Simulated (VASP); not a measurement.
# SiC (P6_3mc) in VASP: density of states with PBE

Aim: the density of states of SiC with PBE.

All numbers are computed with VASP 6.6.1; they aren't measurements. Logs are shortened: lines on timing, memory, paths and dates and some standing lists are left out, and cuts for length are marked.

### 1 The cell of the first run

It takes space group P6_3mc (No. 186, hexagonal). Conventional cell: a = 3.076 Å, b = 3.076 Å, c = 5.048 Å, α = 90.00°, β = 90.00°, γ = 120.00°. Within 2.5 Å of Si (site symmetry 3m) lie 4 C at 1.87 to 1.94 Å. C (site symmetry 3m) has 4 Si at 1.87 to 1.94 Å within 2.5 Å.

### 2 Density of states, PBE

The input, POSCAR:

```
SiC
1.0
    3.0759982064      0.0000000000      0.0000000000
   -1.5379991032      2.6638925888      0.0000000000
    0.0000000000      0.0000000000      5.0480000000
Si C
2 2
Direct
    0.3333333333      0.6666666667      0.0000000000
    0.6666666667      0.3333333333      0.5000000000
    0.3333333333      0.6666666667      0.3850000000
    0.6666666667      0.3333333333      0.8850000000
```

The input, INCAR.step1:

```
SYSTEM = SiC
ALGO     = Normal         ! electronic algorithm
EDIFF    = 1E-6           ! SCF threshold, eV
ENCUT    = 520            ! plane-wave cutoff, eV
GGA      = PE             ! functional
ISIF     = 2              ! what is computed and relaxed
ISMEAR   = -1             ! smearing method
LASPH    = .True.         ! aspherical terms in the spheres
LCHARG   = .True.         ! write CHGCAR
LREAL    = .False.        ! projectors in reciprocal space
LWAVE    = .False.        ! write WAVECAR
NBANDS   = 16             ! bands
NELM     = 100            ! most SCF steps
PREC     = Accurate       ! precision mode
SIGMA    = 0.08           ! smearing width, eV
```

The input, KPOINTS.step1:

```
k-points
0
Gamma
  15 15 8
  0 0 0
```

The input, INCAR.step2:

```
SYSTEM = SiC
ALGO     = Normal         ! electronic algorithm
EDIFF    = 1E-6           ! SCF threshold, eV
ENCUT    = 520            ! plane-wave cutoff, eV
GGA      = PE             ! functional
ICHARG   = 11             ! starting density
ISIF     = 2              ! what is computed and relaxed
ISMEAR   = -5             ! smearing method
LASPH    = .True.         ! aspherical terms in the spheres
LCHARG   = .False.        ! write CHGCAR
LORBIT   = 10             ! projections on sites
LREAL    = .False.        ! projectors in reciprocal space
LWAVE    = .False.        ! write WAVECAR
NEDOS    = 2001           ! points of the DOS
NELM     = 100            ! most SCF steps
PREC     = Accurate       ! precision mode
SIGMA    = 0.08           ! smearing width, eV
```

The input, KPOINTS.step2:

```
k-points
0
Gamma
  23 23 12
  0 0 0
```

Potentials or basis: VASP PAW PBE potentials, release 64 (Si, C).

Command:

```bash
cat potpaw_PBE.64/Si/POTCAR potpaw_PBE.64/C/POTCAR > POTCAR
cp INCAR.step1 INCAR
cp KPOINTS.step1 KPOINTS
mpirun -np 1 vasp_std > vasp.out
cp INCAR.step2 INCAR
cp KPOINTS.step2 KPOINTS
mpirun -np 1 vasp_std > vasp.out
```

OUTCAR:

```text
SYSTEM = SiC
   EDIFF = 1E-6
   ENCUT = 520
   GGA = PE
   ICHARG = 11
   ISIF = 2
   ISMEAR = -5
   LASPH = .True.
   LORBIT = 10
   LREAL = .False.
   NELM = 100
   PREC = Accurate

 ion  position               nearest neighbor table
   1  0.333  0.667  0.000-   4 1.87   4 1.87   4 1.87   3 1.94   2 3.09   2 3.09   2 3.09   2 3.09
                             2 3.09   2 3.09
   2  0.667  0.333  0.500-   3 1.87   3 1.87   3 1.87   4 1.94   1 3.09   1 3.09   1 3.09   1 3.09
                             1 3.09   1 3.09
   3  0.333  0.667  0.385-   2 1.87   2 1.87   2 1.87   1 1.94
   4  0.667  0.333  0.885-   1 1.87   1 1.87   1 1.87   2 1.94

  LATTYP: Found a hexagonal cell.
 ALAT       =     3.0759982064
 C/A-ratio  =     1.6410932846

  Lattice vectors:

 A1 = (   3.0759982064,   0.0000000000,   0.0000000000)
 A2 = (  -1.5379991032,   2.6638925888,   0.0000000000)
 A3 = (   0.0000000000,   0.0000000000,   5.0480000000)

Analysis of symmetry for initial positions (statically):
=====================================================================
 Subroutine PRICEL returns:
 Original cell was already a primitive cell.

 Routine SETGRP: Setting up the symmetry group for a
 hexagonal supercell.

 Subroutine GETGRP returns: Found 12 space group operations
 (whereof  6 operations were pure point group operations)
 out of a pool of 24 trial point group operations.

The static configuration has the point symmetry C_3v.
 The point group associated with its full space group is C_6v.

Analysis of symmetry for dynamics (positions and initial velocities):
=====================================================================
 Subroutine PRICEL returns:
 Original cell was already a primitive cell.

 Routine SETGRP: Setting up the symmetry group for a
 hexagonal supercell.

 Subroutine GETGRP returns: Found 12 space group operations
 (whereof  6 operations were pure point group operations)
 out of a pool of 24 trial point group operations.

The dynamic configuration has the point symmetry C_3v.
 The point group associated with its full space group is C_6v.

 Subroutine INISYM returns: Found 12 space group operations
 (whereof  6 operations are pure point group operations),
 and found     1 'primitive' translations

----------------------------------------------------------------------------------------

                                     Primitive cell

  volume of cell :      41.3640

  direct lattice vectors                    reciprocal lattice vectors
     3.075998206  0.000000000  0.000000000     0.325097719  0.187695255  0.000000000
[... 109 lines left out ...]
   IALGO  =     38    algorithm
   IMIX   =      4    mixing-type and parameters
     AMIX     =   0.40;   BMIX     =  1.00
     AMIX_MAG =   1.60;   BMIX_MAG =  1.00
  volume/ion in A,a.u.               =      10.34        69.78
  Fermi-wavevector in a.u.,A,eV,Ry     =   1.192818  2.254099 19.358564  1.422814
  Thomas-Fermi vector in A             =   2.328847
   LORBIT       =     10    0 simple, 1 ext, 2 COOP (PROOUT), +10 PAW based schemes
   GGA     = PE    functional components
   LHFCALC =     F    Hartree Fock is set to
   AEXX    =    0.0000 exact exchange contribution
   IVDW    =     0    specifies the selected vdW correction
   LEPSILON=     F    determine dielectric tensor
   LRPA    =     F    only Hartree local field effects (RPA)
 non-spin polarized calculation
 Fermi weights with tetrahedron method with Bloechl corrections
  energy-cutoff  :      520.00
  volume of cell :       41.36
 maximum number of plane-waves:      1126
 NGX is ok and might be reduce to    24

 number of electron      16.0000000 magnetization

 Free energy of the ion-electron system (eV)
  ---------------------------------------------------
  ext. energy  EPLUGINS =         0.00000000
  ---------------------------------------------------
  free energy    TOTEN  =       -30.06729567 eV

  energy without entropy =      -30.06729567  energy(sigma->0) =      -30.06729567

 E-fermi :   8.4190     XC(G=0): -11.3484

 val. band max:        8.4095066440   @ k =   0.0000   0.0000   0.0000
 cond. band min:      10.7634930953   @ k =   0.3478   0.3043   0.0000
 fundamental gap:      2.3539864513
 Fermi energy:         8.4189792023

 k-point     1 :       0.0000    0.0000    0.0000
  band No.  band energies     occupation
      1      -7.3150      2.00000
      2      -3.8128      2.00000
      3      -0.2831      2.00000
      4       6.8534      2.00000
      5       6.8534      2.00000
      6       8.1339      2.00000
      7       8.1339      2.00000
      8       8.4095      2.00000
      9      13.0346      0.00000
     10      14.4355      0.00000
     11      14.9152      0.00000
     12      14.9153      0.00000
[... 331 lines left out ...]
 k-point    24 :       0.0870    0.0870    0.0000
  band No.  band energies     occupation
      1      -6.9227      2.00000
      2      -3.4791      2.00000
      3       0.0781      2.00000
      4       5.1197      2.00000
      5       6.0209      2.00000
      6       7.0136      2.00000
      7       7.7778      2.00000
      8       8.1236      2.00000
      9      13.9111      0.00000
     10      14.1307      0.00000
     11      15.0336      0.00000
     12      15.7684      0.00000

 [... further k-points ...]
[... 5 lines left out ...]
  --------------------------------------------------------------------------------------
  -------------------------------------------------------------------------------------
  Total        1.3563409      1.3563409      0.1064350      0.0000000      0.0000000     -0.0000000
  in kB       52.5360360     52.5360360      4.1226172      0.0000000      0.0000000     -0.0000000
  external PRESSURE =      36.3982297 kB  Pullay stress =       0.0000000 kB

 VOLUME and BASIS-vectors are now :
 -----------------------------------------------------------------------------
  energy-cutoff  :      520.00
  volume of cell :       41.36
      direct lattice vectors                 reciprocal lattice vectors
     3.075998206  0.000000000  0.000000000     0.325097719  0.187695255  0.000000000
    -1.537999103  2.663892589  0.000000000     0.000000000  0.375390511  0.000000000
     0.000000000  0.000000000  5.048000000     0.000000000  0.000000000  0.198098257

 POSITION                                       TOTAL-FORCE (eV/Angst)
 -----------------------------------------------------------------------------------
     -0.00000      1.77593      0.00000        -0.000000      0.000000      0.752771
      1.53800      0.88796      2.52400         0.000000      0.000000      0.752771
     -0.00000      1.77593      1.94348        -0.000000     -0.000000     -0.752771
      1.53800      0.88796      4.46748         0.000000      0.000000     -0.752771
 -----------------------------------------------------------------------------------
    total drift:                                0.000000      0.000000     -0.000338

  FREE ENERGIE OF THE ION-ELECTRON SYSTEM (eV)
  ---------------------------------------------------
  free  energy   TOTEN  =       -30.0672956746 eV

  energy  without entropy=      -30.0672956746  energy(sigma->0) =      -30.06729567

 total charge

# of ion       s       p       d       tot
------------------------------------------
    1        0.709   0.967   0.000   1.676
    2        0.709   0.967   0.000   1.676
    3        0.838   1.713   0.000   2.551
    4        0.838   1.713   0.000   2.551
--------------------------------------------------
tot          3.094   5.360   0.000   8.454
```

It took 96 s on 1 thread of Intel Xeon 6975P-C, shared host; peak memory 0.29 GiB.

Results:

| Quantity | Value |
| --- | --- |
| Valence electrons inside the program's atomic spheres | Si 1.68; C 2.55 |
